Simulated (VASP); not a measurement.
Wanted: the native input for a VASP 6.6.1 run.

* Task: single point
* Functional: PBE
* Potentials or basis: VASP PAW PBE potentials, release 64 (Co, O)
* Cutoff: 520 eV
* k mesh: 10 × 10 × 10
* Occupations: gaussian, width 0.05 eV
* Spin: collinear spin, ferromagnetic start
* Starting moments: [3.0, 0.0] μB
* Hubbard terms: Co d U = 3.3 eV
* Dipole correction: no
* Further INCAR settings: ALGO = Normal; EDIFF = 1e-06; NBANDS = 18

The structure of CoO lies in POSCAR:

```
CoO
1.0
    0.0000000000      2.1315016559      2.1315016559
    2.1315016559      0.0000000000      2.1315016559
    2.1315016559      2.1315016559      0.0000000000
Co O
1 1
Direct
    0.0000000000      0.0000000000      0.0000000000
    0.5000000000      0.5000000000      0.5000000000
```

One way to write it, as run:

INCAR

```
SYSTEM = CoO
ALGO = Normal ; EDIFF = 1E-6
ENCUT = 520 ; GGA = PE
ISIF = 2 ; ISMEAR = 0
ISPIN = 2 ; LASPH = .True.
LCHARG = .True. ; LDAU = .True.
LDAUJ = 0 0 ; LDAUL = 2 -1
LDAUPRINT = 1 ; LDAUTYPE = 2
LDAUU = 3.3 0 ; LELF = .True.
LMAXMIX = 4 ; LORBIT = 11
LREAL = .False. ; LVHAR = .True.
LWAVE = .False. ; MAGMOM = 3 0
NBANDS = 18 ; NELM = 150
PREC = Accurate ; SIGMA = 0.05
```

KPOINTS

```
k-points
0
Gamma
  10 10 10
  0 0 0
```

Potentials or basis: VASP PAW PBE potentials, release 64 (Co, O).

The run is started by

```sh
$ cat potpaw_PBE.64/Co/POTCAR potpaw_PBE.64/O/POTCAR > POTCAR
$ mpirun -np 1 vasp_std > vasp.out
```

It gave:

The pressure is -2.4 GPa. The band gap on the k mesh is zero (filled and empty bands overlap) and the net moment is 3.00 μB per cell. The site moments are Co +2.73; O +0.26 μB. The valence electrons inside the program's atomic spheres are Co 7.79; O 5.00.

Caveat: a cell with one magnetic atom can't hold antiferromagnetic order, which such compounds often take.

Run time: 29 s on 1 thread of AMD EPYC 7R13 (shared host), peak memory 0.16 GiB.
